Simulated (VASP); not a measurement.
# WC (rocksalt type) (Fm-3m) in VASP: single point with PBE

Aim: the single point of WC (rocksalt type) with PBE.

Everything below comes from runs of VASP 6.6.1. Logs are shortened: lines on timing, memory, paths and dates and some standing lists are left out, and cuts for length are marked.

## 1. The cell of the first run

It takes space group Fm-3m (No. 225, cubic). Conventional cell: a = 4.380 Å, b = 4.380 Å, c = 4.380 Å, α = 90.00°, β = 90.00°, γ = 90.00°. W (site symmetry m-3m) has 6 C at 2.19 Å within 2.9 Å. C (site symmetry m-3m) has 6 W at 2.19 Å within 2.9 Å.

## 2. Single point, PBE (10.50 Å³/atom)

POSCAR reads:

```
WC
1.0
    0.0000000000      2.1900826249      2.1900826249
    2.1900826249      0.0000000000      2.1900826249
    2.1900826249      2.1900826249      0.0000000000
W C
1 1
Direct
    0.0000000000      0.0000000000      0.0000000000
    0.5000000000      0.5000000000      0.5000000000
```

INCAR.step1 reads:

```
PREC     = Accurate       # precision mode
ENCUT    = 520            # plane-wave cutoff, eV
EDIFF    = 1E-6           # SCF threshold, eV
ISMEAR   = -1             # smearing method
SIGMA    = 0.08           # smearing width, eV
LREAL    = F              # projectors in reciprocal space
LASPH    = T              # aspherical terms in the spheres
NELM     = 100            # most SCF steps
ALGO     = Normal         # electronic algorithm
ISIF     = 2              # what is computed and relaxed
LWAVE    = F              # write WAVECAR
LCHARG   = T              # write CHGCAR
LMAXMIX  = 4              # l up to which the mixer works
GGA      = PE             # functional
NBANDS   = 16             # bands
```

KPOINTS.step1 reads:

```
Automatic mesh
0
Gamma
  15 15 15
```

INCAR.step2 reads:

```
PREC     = Accurate       # precision mode
ENCUT    = 520            # plane-wave cutoff, eV
EDIFF    = 1E-6           # SCF threshold, eV
ISMEAR   = -5             # smearing method
SIGMA    = 0.08           # smearing width, eV
LREAL    = F              # projectors in reciprocal space
LASPH    = T              # aspherical terms in the spheres
NELM     = 100            # most SCF steps
ALGO     = Normal         # electronic algorithm
ISIF     = 2              # what is computed and relaxed
LWAVE    = F              # write WAVECAR
LCHARG   = F              # write CHGCAR
LMAXMIX  = 4              # l up to which the mixer works
GGA      = PE             # functional
LORBIT   = 11             # projections on sites
NEDOS    = 1001           # points of the DOS
ICHARG   = 11             # starting density
```

KPOINTS.step2 reads:

```
Automatic mesh
0
Gamma
  23 23 23
```

Potentials or basis: VASP PAW PBE potentials, release 64 (W_sv, C).

The run is started by

```sh
cat potpaw_PBE.64/W_sv/POTCAR potpaw_PBE.64/C/POTCAR > POTCAR
cp INCAR.step1 INCAR
cp KPOINTS.step1 KPOINTS
mpirun -np 1 vasp_std > vasp.out
cp INCAR.step2 INCAR
cp KPOINTS.step2 KPOINTS
mpirun -np 1 vasp_std > vasp.out
```

OUTCAR:

```text
PREC = Accurate
   ENCUT = 520
   EDIFF = 1E-6
   ISMEAR = -5
   LREAL = F
   LASPH = T
   NELM = 100
   ISIF = 2
   GGA = PE
   LORBIT = 11
   ICHARG = 11

 ion  position               nearest neighbor table
   1  0.000  0.000  0.000-   2 2.19   2 2.19   2 2.19   2 2.19   2 2.19   2 2.19
   2  0.500  0.500  0.500-   1 2.19   1 2.19   1 2.19   1 2.19   1 2.19   1 2.19

  LATTYP: Found a face centered cubic cell.
 ALAT       =     4.3801652498

  Lattice vectors:

 A1 = (   0.0000000000,   2.1900826249,   2.1900826249)
 A2 = (   2.1900826249,   0.0000000000,   2.1900826249)
 A3 = (   2.1900826249,   2.1900826249,   0.0000000000)

Analysis of symmetry for initial positions (statically):
=====================================================================
 Subroutine PRICEL returns:
 Original cell was already a primitive cell.

 Routine SETGRP: Setting up the symmetry group for a
 face centered cubic supercell.

 Subroutine GETGRP returns: Found 48 space group operations
 (whereof 48 operations were pure point group operations)
 out of a pool of 48 trial point group operations.

The static configuration has the point symmetry O_h .

Analysis of symmetry for dynamics (positions and initial velocities):
=====================================================================
 Subroutine PRICEL returns:
 Original cell was already a primitive cell.

 Routine SETGRP: Setting up the symmetry group for a
 face centered cubic supercell.

 Subroutine GETGRP returns: Found 48 space group operations
 (whereof 48 operations were pure point group operations)
 out of a pool of 48 trial point group operations.

The dynamic configuration has the point symmetry O_h .

 Subroutine INISYM returns: Found 48 space group operations
 (whereof 48 operations are pure point group operations),
 and found     1 'primitive' translations

----------------------------------------------------------------------------------------

                                     Primitive cell

  volume of cell :      21.0093

  direct lattice vectors                    reciprocal lattice vectors
     0.000000000  2.190082625  2.190082625    -0.228301889  0.228301889  0.228301889
     2.190082625  0.000000000  2.190082625     0.228301889 -0.228301889  0.228301889
     2.190082625  2.190082625  0.000000000     0.228301889  0.228301889 -0.228301889

  length of vectors
     3.097244551  3.097244551  3.097244551     0.395430471  0.395430471  0.395430471

  position of ions in fractional coordinates (direct lattice)
     0.000000000  0.000000000  0.000000000
     0.500000000  0.500000000  0.500000000

  ion indices of the primitive-cell ions
   primitive index   ion index
                 1           1
                 2           2

----------------------------------------------------------------------------------------

 KPOINTS: Automatic mesh

Automatic generation of k-mesh.
 Grid dimensions read from file:
 generate k-points for:   23   23   23

 Generating k-lattice:

  Cartesian coordinates                     Fractional coordinates (reciprocal lattice)
    -0.009926169  0.009926169  0.009926169     0.043478261  0.000000000  0.000000000
     0.009926169 -0.009926169  0.009926169     0.000000000  0.043478261  0.000000000
     0.009926169  0.009926169 -0.009926169     0.000000000  0.000000000  0.043478261

  Length of vectors
     0.017192629  0.017192629  0.017192629

  Shift w.r.t. Gamma in fractional coordinates (k-lattice)
     0.000000000  0.000000000  0.000000000

 TETIRR: Found   1662 inequivalent tetrahedra from    73002

 Subroutine IBZKPT returns following result:
 ===========================================

 Found    364 irreducible k-points:

 Following reciprocal coordinates:
            Coordinates               Weight
  0.000000  0.000000  0.000000      1.000000
  0.043478  0.000000  0.000000      8.000000
  0.086957  0.000000  0.000000      8.000000
  0.130435  0.000000  0.000000      8.000000
  0.173913  0.000000  0.000000      8.000000
  0.217391  0.000000  0.000000      8.000000
[... 16 lines left out ...]
  0.478261  0.043478  0.000000     24.000000
 -0.478261  0.043478  0.000000     24.000000
 [... further k-points ...]
   k-points           NKPTS =    364   k-points in BZ     NKDIM =    364   number of bands    NBANDS=     13
   number of dos      NEDOS =   1001   number of ions     NIONS =      2
   total plane-waves  NPLWV =  13824
   dimension x,y,z NGX =    24 NGY =   24 NGZ =   24
   dimension x,y,z NGXF=    48 NGYF=   48 NGZF=   48
   ions per type =               1   1
   NGX,Y,Z   is equivalent  to a cutoff of  12.88, 12.88, 12.88 a.u.
   NGXF,Y,Z  is equivalent  to a cutoff of  25.76, 25.76, 25.76 a.u.
 SYSTEM =  unknown system
   PREC   = accura    normal or accurate (medium, high low for compatibility)
   ISTART =      0    job   : 0-new  1-cont  2-samecut
   ICHARG =     11    charge: 1-file 2-atom 10-const
   ISPIN  =      1    spin polarized calculation?
   LNONCOLLINEAR =      F non collinear calculations
   LSORBIT =      F    spin-orbit coupling
   LASPH  =      T    aspherical Exc in radial PAW
   ENCUT  =  520.0 eV  38.22 Ry    6.18 a.u.   5.76  5.76  5.76*2*pi/ulx,y,z
   NELM   =    100;   NELMIN=  2; NELMDL=  0     # of ELM steps
   EDIFF  = 0.1E-05   stopping-criterion for ELM
   LREAL  =      F    real-space projection
   EDIFFG = 0.1E-04   stopping-criterion for IOM
   NSW    =      0    number of steps for IOM
   IBRION =     -1    ionic relax: 0-MD 1-quasi-New 2-CG
   NFREE  =      0    steps in history (QN), initial steepest desc. (CG)
   ISIF   =      2    stress and relaxation
   ISYM   =      2    0-nonsym 1-usesym 2-fastsym
   POTIM  = 0.5000    time-step for ionic-motion
   TEBEG  =    0.0;   TEEND  =   0.0 temperature during run
   PSTRESS=    0.0 pullay stress
   NELECT =      18.0000    total number of electrons
   NUPDOWN=      -1.0000    fix difference up-down
   EMIN   =  10.00;   EMAX   =-10.00  energy-range for DOS
   EFERMI =   0.00;   METHOD = LEGACY
   ISMEAR =    -5;   SIGMA  =   0.08  broadening in eV -4-tet -1-fermi 0-gaus
   EFERMI_NEDOS =   21; number of points for ismear=-14 and -15
   IALGO  =     38    algorithm
   IMIX   =      4    mixing-type and parameters
     AMIX     =   0.40;   BMIX     =  1.00
     AMIX_MAG =   1.60;   BMIX_MAG =  1.00
  volume/ion in A,a.u.               =      10.50        70.89
  Fermi-wavevector in a.u.,A,eV,Ry     =   1.554874  2.938286 32.893891  2.417633
  Thomas-Fermi vector in A             =   2.658897
   LORBIT       =     11    0 simple, 1 ext, 2 COOP (PROOUT), +10 PAW based schemes
   GGA     = PE    functional components
   LHFCALC =     F    Hartree Fock is set to
   AEXX    =    0.0000 exact exchange contribution
   IVDW    =     0    specifies the selected vdW correction
   LEPSILON=     F    determine dielectric tensor
   LRPA    =     F    only Hartree local field effects (RPA)
 non-spin polarized calculation
 Fermi weights with tetrahedron method with Bloechl corrections
  energy-cutoff  :      520.00
  volume of cell :       21.01
 maximum number of plane-waves:       578

 number of electron      18.0000001 magnetization

 Free energy of the ion-electron system (eV)
  ---------------------------------------------------
  ext. energy  EPLUGINS =         0.00000000
  ---------------------------------------------------
  free energy    TOTEN  =       -21.55392089 eV

  energy without entropy =      -21.55392089  energy(sigma->0) =      -21.55392089

 E-fermi :  12.4439     XC(G=0): -13.7351

 val. band max:       12.4844050131   @ k =   0.3478   0.0000   0.0000
 cond. band min:      12.3239217760   @ k =   0.0435   0.0000   0.0000
 fundamental gap:     -0.1604832371
 Fermi energy:        12.4439057711

 k-point     1 :       0.0000    0.0000    0.0000
  band No.  band energies     occupation
      1     -62.9810      2.00000
      2     -26.9743      2.00000
      3     -26.9743      2.00000
      4     -26.9743      2.00000
      5      -3.3806      2.00000
      6       9.6996      2.00000
      7       9.6996      2.00000
      8       9.6996      2.00000
      9      11.3813      2.00000
     10      11.3813      2.00000
     11      11.3813      2.00000
     12      11.4939      2.00000
     13      11.4939      2.67740

 k-point     2 :       0.0435    0.0000    0.0000
  band No.  band energies     occupation
      1     -62.9803      2.00000
      2     -26.9858      2.00000
      3     -26.9755      2.00000
      4     -26.9755      2.00000
      5      -3.3270      2.00000
      6       9.4873      2.00000
      7       9.6726      2.00000
      8       9.6726      2.00000
      9      10.6832      2.00000
     10      10.6832      2.00000
     11      11.4811      2.00000
     12      12.3239      1.73602
     13      12.3239      0.61925

 k-point     3 :       0.0870    0.0000    0.0000
  band No.  band energies     occupation
      1     -62.9783      2.00000
      2     -27.0194      2.00000
      3     -26.9791      2.00000
      4     -26.9791      2.00000
      5      -3.1682      2.00000
      6       8.9710      2.00000
      7       9.3966      2.00000
      8       9.3966      2.00000
      9      10.3185      2.00000
     10      10.3185      2.00000
     11      11.6818      2.00000
     12      13.2765     -0.31227
     13      13.2765     -0.00136
[... 305 lines left out ...]
 k-point    23 :       0.4783    0.0435    0.0000
  band No.  band energies     occupation
      1     -62.9438      2.00000
      2     -27.5554      2.00000
      3     -27.0451      2.00000
      4     -27.0432      2.00000
      5       0.9967      2.00000
      6       2.8916      2.00000
      7       5.8923      2.00000
      8       5.9398      2.00000
      9      13.2582      0.00000
     10      13.5189      0.00000
     11      14.6279      0.00000
     12      17.7590      0.00000
     13      20.8100      0.00000

 k-point    24 :      -0.4783    0.0435    0.0000
  band No.  band energies     occupation
      1     -62.9433      2.00000
      2     -27.5622      2.00000
      3     -27.0482      2.00000
      4     -27.0418      2.00000
      5       1.1779      2.00000
      6       2.7025      2.00000
      7       5.8820      2.00000
      8       5.8918      2.00000
      9      13.4437      0.00000
     10      13.4838      0.00000
     11      14.7470      0.00000
     12      17.5614      0.00000
     13      21.0979      0.00000

 [... further k-points ...]
[... 5 lines left out ...]
  --------------------------------------------------------------------------------------
  -------------------------------------------------------------------------------------
  Total        0.0874668      0.0874668      0.0874668      0.0000000      0.0000000      0.0000000
  in kB        6.6702558      6.6702558      6.6702558      0.0000000      0.0000000      0.0000000
  external PRESSURE =       6.6702558 kB  Pullay stress =       0.0000000 kB

 VOLUME and BASIS-vectors are now :
 -----------------------------------------------------------------------------
  energy-cutoff  :      520.00
  volume of cell :       21.01
      direct lattice vectors                 reciprocal lattice vectors
     0.000000000  2.190082625  2.190082625    -0.228301889  0.228301889  0.228301889
     2.190082625  0.000000000  2.190082625     0.228301889 -0.228301889  0.228301889
     2.190082625  2.190082625  0.000000000     0.228301889  0.228301889 -0.228301889

 POSITION                                       TOTAL-FORCE (eV/Angst)
 -----------------------------------------------------------------------------------
      0.00000      0.00000      0.00000        -0.000000     -0.000000     -0.000000
      2.19008      2.19008      2.19008         0.000000      0.000000      0.000000
 -----------------------------------------------------------------------------------
    total drift:                                0.000000     -0.000000     -0.000000

  FREE ENERGIE OF THE ION-ELECTRON SYSTEM (eV)
  ---------------------------------------------------
  free  energy   TOTEN  =       -21.5539208918 eV

  energy  without entropy=      -21.5539208918  energy(sigma->0) =      -21.55392089

 total charge

# of ion       s       p       d       tot
------------------------------------------
    1        2.307   6.361   3.391  12.059
    2        0.858   1.585   0.000   2.443
--------------------------------------------------
tot          3.165   7.946   3.391  14.502
```

Run time: 45 s. Hardware: 1 thread of Intel Xeon Platinum 8259CL at 2.50GHz (Skylake/Cascade Lake), shared host; peak memory 0.22 GiB.

What came out:

```yaml
Valence_electrons_inside_the_program's_atomic_spheres: W 12.06; C 2.44
```

Caveat: the highest band is partly filled, so the run has too few bands; spin-orbit coupling is left out, which moves the levels of the heavy elements.
